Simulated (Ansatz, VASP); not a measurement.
**Two plane-wave programs on BN**

The input POSCAR:

```
BN
1.0
    0.0000000000      1.8048245576      1.8048245576
    1.8048245576      0.0000000000      1.8048245576
    1.8048245576      1.8048245576      0.0000000000
B N
1 1
Direct
    0.0000000000      0.0000000000      0.0000000000
    0.2500000000      0.2500000000      0.2500000000
```

File INCAR.step1:

```
SYSTEM = BN
PREC = Accurate
ENCUT = 660
ISMEAR = 0
SIGMA = 0.01
LREAL = .FALSE.
LASPH = .TRUE.
NELM = 120
NBANDS = 11
GGA = PE
ALGO = Normal
EDIFF = 1E-5
LWAVE = .TRUE.
LCHARG = .FALSE.
GGA_COMPAT = .FALSE.
```

INCAR.step2

```
SYSTEM = BN
PREC = Accurate
ENCUT = 660
EDIFF = 1E-6
ISMEAR = 0
SIGMA = 0.01
LREAL = .FALSE.
LASPH = .TRUE.
NELM = 120
ALGO = Normal
ISIF = 2
LWAVE = .FALSE.
LCHARG = .TRUE.
METAGGA = R2SCAN
LMIXTAU = .TRUE.
LELF = .TRUE.
LVHAR = .TRUE.
NBANDS = 11
ISTART = 1
GGA_COMPAT = .FALSE.
```

File KPOINTS:

```
Automatic mesh
0
G
  12 12 12
  0 0 0
```

Input for Ansatz:

```yaml
crystal:
  lattice:
    - [0.0, 1.8048245576, 1.8048245576]
    - [1.8048245576, 0.0, 1.8048245576]
    - [1.8048245576, 1.8048245576, 0.0]
  atoms:
    - { symbol: B, position: [0.0, 0.0, 0.0] }
    - { symbol: "N", position: [0.25, 0.25, 0.25] }
kpoints:
  mp_grid: { grid: [12, 12, 12] }
  band_path:
    path:
      - [0.0, 0.0, 0.0]
      - [-0.5, -0.5, 0.0]
      - [-0.375, -0.375, 0.25]
      - [-0.375, 0.0, 0.375]
      - [0.0, 0.0, 0.5]
      - [-0.5, -0.25, 0.25]
      - [0.0, 0.5, 0.5]
    npoints: 1
hamiltonian:
  xc: r2scan
scf:
  occupations: { method: fixed }
  n_extra_bands: 4
output:
  forces: true
  stress: true
  eigenvalues: true
```

Alike in both runs: task single point; functional r2SCAN; k mesh 12 × 12 × 12; no spin polarisation.

|  | VASP | Ansatz |
| --- | --- | --- |
| version | VASP 6.6.1 | Ansatz 0.2.0 |
| potentials or method | VASP PAW PBE potentials, release 64 (B, N) | plane waves, PAW |
| plane-wave cutoff (eV) | 660 | 500 |
| occupations | gaussian, width 0.01 eV | fixed |
| valence electrons in the cell | 8 | 8 |

|  | VASP | Ansatz | Ansatz less VASP |
| --- | --- | --- | --- |
| gap on the k mesh at the Fermi level (eV) | 4.98 | 5.00 | +0.021 |
| pressure (GPa) | 1.2 | 0.0 | -1.18 |

VASP's potentials were made for PBE, not for r2SCAN.
